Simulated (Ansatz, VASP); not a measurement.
This is a calculation of BeS for Ansatz 0.2.0.

The input input.yaml:

```yaml
crystal:
  lattice:
    - [0.0, 2.3754963136, 2.3754963136]
    - [2.3754963136, 0.0, 2.3754963136]
    - [2.3754963136, 2.3754963136, 0.0]
  atoms:
    - { symbol: S, position: [0.75, 0.75, 0.75] }
    - { symbol: Be, position: [0.0, 0.0, 0.0] }
kpoints:
  mp_grid: { grid: [9, 9, 9] }
scf:
  occupations: { method: fermi_dirac, width: 0.05 }
hamiltonian:
  xc: lda
  pseudopotentials: { kind: all_electron, lapw: { basis_error: 0.001 } }
output:
  forces: true
  stress: true
  eigenvalues: true
```

Potentials or basis: all-electron LAPW, scalar-relativistic.

Command:

```console
$ ansatz run input.yaml --threads 1 --pin off --max-ram 3072MiB --backend cpu --events-out ev --progress --plain --runs-dir out
```

**Question.** Set up the same calculation for VASP 6.6.1. Potentials there: VASP PAW LDA potentials, release 64 (S, Be).

**Answer.** As run (the cutoff follows the program's own potentials):

The input INCAR:

```
ALGO = Normal
EDIFF = 1E-6
ENCUT = 520
ISIF = 2
ISMEAR = -1
LASPH = True
LCHARG = False
LREAL = False
LWAVE = False
NBANDS = 11
NELM = 80
PREC = Accurate
SIGMA = 0.05
```

File KPOINTS:

```
k-points
0
Gamma
  9 9 9
```

The input POSCAR:

```
BeS
1.0
    0.0000000000      2.3754963136      2.3754963136
    2.3754963136      0.0000000000      2.3754963136
    2.3754963136      2.3754963136      0.0000000000
S Be
1 1
Direct
    0.7500000000      0.7500000000      0.7500000000
    0.0000000000      0.0000000000      0.0000000000
```

Potentials or basis: VASP PAW LDA potentials, release 64 (S, Be).

The run is started by

```bash
$ cat potpaw_LDA.64/S/POTCAR potpaw_LDA.64/Be/POTCAR > POTCAR
$ mpirun -np 1 vasp_std > vasp.out
```

Both were run:

|  | VASP | Ansatz | Ansatz less VASP |
| --- | --- | --- | --- |
| gap on the k mesh at the Fermi level (eV) | 2.87 | 2.86 | -0.006 |
| least direct gap on the mesh (eV) | 5.51 | 5.48 | -0.027 |
| pressure (GPa) | 3.1 | 3.0 | -0.07 |

LDA's correlation is that of Perdew and Zunger in VASP and of Perdew and Wang (1992) in Ansatz. Ansatz ran all-electron here, and VASP with PAW potentials.
